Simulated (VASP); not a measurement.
# Hf2Sc2O in VASP: single point with r2SCAN

Aim: the single point of Hf2Sc2O with r2SCAN.

All numbers are computed with VASP 6.6.1; they aren't measurements. Logs are shortened: lines on timing, memory, paths and dates and some standing lists are left out, and cuts for length are marked.

### 1 The cell of the first run

The cell holds a slab with vacuum, 5 atoms: a = 3.240 Å, b = 3.240 Å, c = 22.656 Å, α = 90.00°, β = 90.00°, γ = 120.00°.

### 2 Single point, r2SCAN

POSCAR

```
Hf2Sc2O
1.0
    3.2401200000      0.0000000000      0.0000000000
   -1.6200600000      2.8060262313      0.0000000000
    0.0000000000      0.0000000000     22.6561935000
Hf Sc O
2 2 1
Direct
    0.6666670000      0.3333330000      0.3951265909
    0.6666670000      0.3333330000      0.6204128465
    0.3333330000      0.6666670000      0.2824834631
    0.3333330000      0.6666670000      0.5077697187
    0.6666670000      0.3333330000      0.7175165369
```

INCAR.step1

```
SYSTEM = Hf2Sc2O
PREC     = Accurate       ! precision mode
ENCUT    = 580            ! plane-wave cutoff, eV
ISMEAR   = 1              ! smearing method
SIGMA    = 0.02           ! smearing width, eV
LREAL    = .False.        ! projectors in reciprocal space
LASPH    = .True.         ! aspherical terms in the spheres
NELM     = 120            ! most SCF steps
LDIPOL   = .True.       
IDIPOL   = 3            
DIPOL    = 0.5 0.5 0.505
NBANDS   = 32             ! bands
GGA      = PE             ! functional
ALGO     = Normal         ! electronic algorithm
EDIFF    = 1E-5           ! SCF threshold, eV
LWAVE    = .True.         ! write WAVECAR
LCHARG   = .False.        ! write CHGCAR
GGA_COMPAT= .False.      
NELMDL   = -8
```

INCAR.step2

```
SYSTEM = Hf2Sc2O
PREC     = Accurate       ! precision mode
ENCUT    = 580            ! plane-wave cutoff, eV
EDIFF    = 1E-6           ! SCF threshold, eV
ISMEAR   = 1              ! smearing method
SIGMA    = 0.02           ! smearing width, eV
LREAL    = .False.        ! projectors in reciprocal space
LASPH    = .True.         ! aspherical terms in the spheres
NELM     = 120            ! most SCF steps
ALGO     = Normal         ! electronic algorithm
ISIF     = 2              ! what is computed and relaxed
LWAVE    = .False.        ! write WAVECAR
LCHARG   = .False.        ! write CHGCAR
LDIPOL   = .True.       
IDIPOL   = 3            
DIPOL    = 0.5 0.5 0.505
METAGGA  = R2SCAN         ! meta-GGA
LMIXTAU  = .True.       
NBANDS   = 32             ! bands
ISTART   = 1            
GGA_COMPAT= .False.
```

KPOINTS

```
regular mesh
0
Gamma
  6 6 1
  0 0 0
```

Potentials or basis: VASP PAW PBE potentials, release 64 (Hf_pv, Sc_sv, O).

Launch:

```sh
> cat potpaw_PBE.64/Hf_pv/POTCAR potpaw_PBE.64/Sc_sv/POTCAR potpaw_PBE.64/O/POTCAR > POTCAR
> cp INCAR.step1 INCAR
> mpirun -np 1 vasp_std > vasp.out
> cp INCAR.step2 INCAR
> mpirun -np 1 vasp_std > vasp.out
```

OUTCAR:

```text
SYSTEM = Hf2Sc2O
   PREC = Accurate
   ENCUT = 580
   EDIFF = 1E-6
   ISMEAR = 1
   LREAL = .False.
   LASPH = .True.
   NELM = 120
   ISIF = 2
   METAGGA = R2SCAN
   ISTART = 1

 ion  position               nearest neighbor table
   1  0.667  0.333  0.395-   3 3.16   4 3.16   3 3.16   4 3.16   3 3.16   4 3.16
   2  0.667  0.333  0.620-   5 2.20   4 3.16   4 3.16   4 3.16
   3  0.333  0.667  0.282-   1 3.16   1 3.16   1 3.16
   4  0.333  0.667  0.508-   1 3.16   2 3.16   1 3.16   2 3.16   1 3.16   2 3.16
   5  0.667  0.333  0.718-   2 2.20

  LATTYP: Found a hexagonal cell.
 ALAT       =     3.2401200000
 C/A-ratio  =     6.9923933373

  Lattice vectors:

 A1 = (   3.2401200000,   0.0000000000,   0.0000000000)
 A2 = (  -1.6200600000,   2.8060262313,   0.0000000000)
 A3 = (   0.0000000000,   0.0000000000,  22.6561935000)

Analysis of symmetry for initial positions (statically):
=====================================================================
 Subroutine PRICEL returns:
 Original cell was already a primitive cell.

 Routine SETGRP: Setting up the symmetry group for a
 hexagonal supercell.

 Subroutine GETGRP returns: Found  6 space group operations
 (whereof  6 operations were pure point group operations)
 out of a pool of 24 trial point group operations.

The static configuration has the point symmetry C_3v.

Analysis of symmetry for dynamics (positions and initial velocities):
=====================================================================
 Subroutine PRICEL returns:
 Original cell was already a primitive cell.

 Routine SETGRP: Setting up the symmetry group for a
 hexagonal supercell.

 Subroutine GETGRP returns: Found  6 space group operations
 (whereof  6 operations were pure point group operations)
 out of a pool of 24 trial point group operations.

The dynamic configuration has the point symmetry C_3v.

 Subroutine INISYM returns: Found  6 space group operations
 (whereof  6 operations are pure point group operations),
 and found     1 'primitive' translations

----------------------------------------------------------------------------------------

                                     Primitive cell

  volume of cell :     205.9870

  direct lattice vectors                    reciprocal lattice vectors
     3.240120000  0.000000000  0.000000000     0.308630545  0.178187928  0.000000000
    -1.620060000  2.806026231  0.000000000     0.000000000  0.356375856  0.000000000
     0.000000000  0.000000000 22.656193500     0.000000000  0.000000000  0.044138041

  length of vectors
     3.240120000  3.240120000 22.656193500     0.356375856  0.356375856  0.044138041

  position of ions in fractional coordinates (direct lattice)
     0.666667000  0.333333000  0.395126591
     0.666667000  0.333333000  0.620412847
     0.333333000  0.666667000  0.282483463
     0.333333000  0.666667000  0.507769719
     0.666667000  0.333333000  0.717516537

  ion indices of the primitive-cell ions
   primitive index   ion index
                 1           1
                 2           2
                 3           3
                 4           4
                 5           5

----------------------------------------------------------------------------------------

 KPOINTS: regular mesh

Automatic generation of k-mesh.
 Grid dimensions read from file:
 generate k-points for:    6    6    1

 Generating k-lattice:

  Cartesian coordinates                     Fractional coordinates (reciprocal lattice)
     0.051438424  0.029697988  0.000000000     0.166666667  0.000000000  0.000000000
     0.000000000  0.059395976  0.000000000     0.000000000  0.166666667  0.000000000
     0.000000000  0.000000000  0.044138041     0.000000000  0.000000000  1.000000000

  Length of vectors
     0.059395976  0.059395976  0.044138041

  Shift w.r.t. Gamma in fractional coordinates (k-lattice)
     0.000000000  0.000000000  0.000000000

 Subroutine IBZKPT returns following result:
 ===========================================

 Found      7 irreducible k-points:

 Following reciprocal coordinates:
            Coordinates               Weight
  0.000000  0.000000  0.000000      1.000000
  0.166667  0.000000  0.000000      6.000000
  0.333333  0.000000  0.000000      6.000000
  0.500000  0.000000  0.000000      3.000000
  0.166667  0.166667  0.000000      6.000000
  0.333333  0.166667  0.000000     12.000000
  0.333333  0.333333  0.000000      2.000000
   k-points           NKPTS =      7   k-points in BZ     NKDIM =      7   number of bands    NBANDS=     32
   number of dos      NEDOS =    301   number of ions     NIONS =      5
   total plane-waves  NPLWV = 141120
   dimension x,y,z NGX =    28 NGY =   28 NGZ =  180
   dimension x,y,z NGXF=    56 NGYF=   56 NGZF=  360
   ions per type =               2   2   1
   NGX,Y,Z   is equivalent  to a cutoff of  14.37, 14.37, 13.21 a.u.
   NGXF,Y,Z  is equivalent  to a cutoff of  28.73, 28.73, 26.42 a.u.
 SYSTEM =  Hf2Sc2O
   PREC   = accura    normal or accurate (medium, high low for compatibility)
   ISTART =      1    job   : 0-new  1-cont  2-samecut
   ICHARG =      0    charge: 1-file 2-atom 10-const
   ISPIN  =      1    spin polarized calculation?
   LNONCOLLINEAR =      F non collinear calculations
   LSORBIT =      F    spin-orbit coupling
   LASPH  =      T    aspherical Exc in radial PAW
   ENCUT  =  580.0 eV  42.63 Ry    6.53 a.u.   6.36  6.36 44.49*2*pi/ulx,y,z
   NELM   =    120;   NELMIN=  2; NELMDL=  0     # of ELM steps
   EDIFF  = 0.1E-05   stopping-criterion for ELM
   LREAL  =      F    real-space projection
   EDIFFG = 0.1E-04   stopping-criterion for IOM
   NSW    =      0    number of steps for IOM
   IBRION =     -1    ionic relax: 0-MD 1-quasi-New 2-CG
   NFREE  =      0    steps in history (QN), initial steepest desc. (CG)
   ISIF   =      2    stress and relaxation
   ISYM   =      2    0-nonsym 1-usesym 2-fastsym
   POTIM  = 0.5000    time-step for ionic-motion
   TEBEG  =    0.0;   TEEND  =   0.0 temperature during run
   PSTRESS=    0.0 pullay stress
   NELECT =      48.0000    total number of electrons
   NUPDOWN=      -1.0000    fix difference up-down
   EMIN   =  10.00;   EMAX   =-10.00  energy-range for DOS
   EFERMI =   0.00;   METHOD = LEGACY
   ISMEAR =     1;   SIGMA  =   0.02  broadening in eV -4-tet -1-fermi 0-gaus
   EFERMI_NEDOS =   21; number of points for ismear=-14 and -15
   IALGO  =     38    algorithm
   IMIX   =      4    mixing-type and parameters
     AMIX     =   0.40;   BMIX     =  1.00
     AMIX_MAG =   1.60;   BMIX_MAG =  1.00
  volume/ion in A,a.u.               =      41.20       278.01
  Fermi-wavevector in a.u.,A,eV,Ry     =   1.007416  1.903739 13.808364  1.014886
  Thomas-Fermi vector in A             =   2.140219
   LORBIT       =      0    0 simple, 1 ext, 2 COOP (PROOUT), +10 PAW based schemes
   METAGGA = R2SCAN    functional components
   LHFCALC =     F    Hartree Fock is set to
   AEXX    =    0.0000 exact exchange contribution
   IVDW    =     0    specifies the selected vdW correction
   LEPSILON=     F    determine dielectric tensor
   LRPA    =     F    only Hartree local field effects (RPA)
 non-spin polarized calculation
 Methfessel and Paxton  Order N= 1 SIGMA  =   0.02
  energy-cutoff  :      580.00
  volume of cell :      205.99
 maximum number of plane-waves:      6559
 NGX is ok and might be reduce to    28
   NGX = 13   NGY = 13   NGZ = 89

 number of electron      48.0000001 magnetization

 dipolmoment           0.000000      0.000000      0.297060 electrons x Angstroem

 Free energy of the ion-electron system (eV)
  ---------------------------------------------------
  ext. energy  EPLUGINS =         0.00000000
  ---------------------------------------------------
  free energy    TOTEN  =      -117.42641612 eV

  energy without entropy =     -117.42579342  energy(sigma->0) =     -117.42620855

 E-fermi :  -1.7531     XC(G=0):  -6.3755

 val. band max:       -1.7654771093   @ k =   0.3333   0.0000   0.0000
 cond. band min:      -1.7450326416   @ k =   0.1667   0.1667   0.0000
 fundamental gap:      0.0204444678
 Fermi energy:        -1.7531331441

 k-point     1 :       0.0000    0.0000    0.0000
  band No.  band energies     occupation
      1     -53.5972      2.00000
      2     -52.9540      2.00000
      3     -33.4899      2.00000
      4     -33.2383      2.00000
      5     -33.1334      2.00000
      6     -33.1334      2.00000
[... 24 lines left out ...]
     31       0.0787      0.00000
     32       0.0787      0.00000

 k-point     2 :       0.1667    0.0000    0.0000
  band No.  band energies     occupation
      1     -53.5858      2.00000
      2     -52.9425      2.00000
      3     -33.4689      2.00000
      4     -33.2628      2.00000
      5     -33.2193      2.00000
      6     -33.2051      2.00000
[... 24 lines left out ...]
     31       0.4025      0.00000
     32       0.4079      0.00000

 k-point     3 :       0.3333    0.0000    0.0000
  band No.  band energies     occupation
      1     -53.5629      2.00000
      2     -52.9193      2.00000
      3     -33.5100      2.00000
      4     -33.4581      2.00000
      5     -33.4267      2.00000
      6     -33.2219      2.00000
[... 24 lines left out ...]
     31       0.7653      0.00000
     32       0.7933      0.00000

 k-point     4 :       0.5000    0.0000    0.0000
  band No.  band energies     occupation
      1     -53.5514      2.00000
      2     -52.9077      2.00000
      3     -33.6301      2.00000
      4     -33.5802      2.00000
      5     -33.4058      2.00000
      6     -33.2510      2.00000
[... 24 lines left out ...]
     31       0.7134      0.00000
     32       1.5537      0.00000

 k-point     5 :       0.1667    0.1667    0.0000
  band No.  band energies     occupation
      1     -53.5686      2.00000
      2     -52.9251      2.00000
      3     -33.4378      2.00000
      4     -33.4247      2.00000
      5     -33.3719      2.00000
      6     -33.2320      2.00000
[... 24 lines left out ...]
     31       0.4638      0.00000
     32       0.5690      0.00000

 k-point     6 :       0.3333    0.1667    0.0000
  band No.  band energies     occupation
      1     -53.5514      2.00000
      2     -52.9077      2.00000
      3     -33.5677      2.00000
      4     -33.5168      2.00000
      5     -33.4057      2.00000
      6     -33.3171      2.00000
[... 24 lines left out ...]
     31       0.5296      0.00000
     32       0.8471      0.00000

 k-point     7 :       0.3333    0.3333    0.0000
  band No.  band energies     occupation
      1     -53.5457      2.00000
      2     -52.9019      2.00000
      3     -33.4840      2.00000
      4     -33.4790      2.00000
      5     -33.4340      2.00000
      6     -33.4237      2.00000
[... 24 lines left out ...]
     31       0.7156      0.00000
     32       0.7503      0.00000

------------------------ aborting loop because EDIFF is reached ----------------------------------------

 vacuum level on the upper side and lower side of the slab       (xc-potential included)         2.942        -2.912

  FORCE on cell =-STRESS in cart. coord.  units (eV):
  Direction    XX          YY          ZZ          XY          YZ          ZX
  --------------------------------------------------------------------------------------
  -------------------------------------------------------------------------------------
  Total        0.0979502      0.0979502    -12.9085980      0.0000000      0.0000000     -0.0000000
  in kB        0.7618616      0.7618616   -100.4037406      0.0000000      0.0000000     -0.0000000
  external PRESSURE =     -32.9600058 kB  Pullay stress =       0.0000000 kB

 VOLUME and BASIS-vectors are now :
 -----------------------------------------------------------------------------
  energy-cutoff  :      580.00
  volume of cell :      205.99
      direct lattice vectors                 reciprocal lattice vectors
     3.240120000  0.000000000  0.000000000     0.308630545  0.178187928  0.000000000
    -1.620060000  2.806026231  0.000000000     0.000000000  0.356375856  0.000000000
     0.000000000  0.000000000 22.656193500     0.000000000  0.000000000  0.044138041

 POSITION                                       TOTAL-FORCE (eV/Angst)
 -----------------------------------------------------------------------------------
      1.62006      0.93534      8.95206         0.000000     -0.000000     -0.162177
      1.62006      0.93534     14.05619        -0.000000     -0.000000      5.700576
     -0.00000      1.87069      6.40000         0.000000     -0.000000      0.202558
     -0.00000      1.87069     11.50413        -0.000000      0.000000     -0.097294
      1.62006      0.93534     16.25619         0.000000     -0.000000     -5.643663
 -----------------------------------------------------------------------------------
    total drift:                                0.000475     -0.000274      0.000108

  FREE ENERGIE OF THE ION-ELECTRON SYSTEM (eV)
  ---------------------------------------------------
  free  energy   TOTEN  =      -117.4264161161 eV

  energy  without entropy=     -117.4257934215  energy(sigma->0) =     -117.42620855

 vacuum level on the upper side and lower side of the slab         8.347         2.357
```

Wall time 36 min (1 thread of Intel Xeon 8259CL, shared host); peak memory 0.46 GiB.

What came out:

```yaml
Free_energy: -117.4264 eV
Largest_force: 5.701 eV/Å
Band_gap_on_the_k_mesh: zero (bands 24 and 25 overlap by 0.75 eV)
```

Forces in eV/Å, atoms in the order of the input:
```
Hf   0.000  0.000 -0.162
Hf   0.000  0.000  5.701
Sc   0.000  0.000  0.203
Sc   0.000  0.000 -0.097
O    0.000  0.000 -5.644
```

Caveat: the k points lie up to 0.37 Å⁻¹ apart, too coarse for converged energies and pressures of a metal; the PAW data sets were made with another functional, which shifts forces and pressure a little; spin-orbit coupling is left out, which moves the levels of the heavy elements.
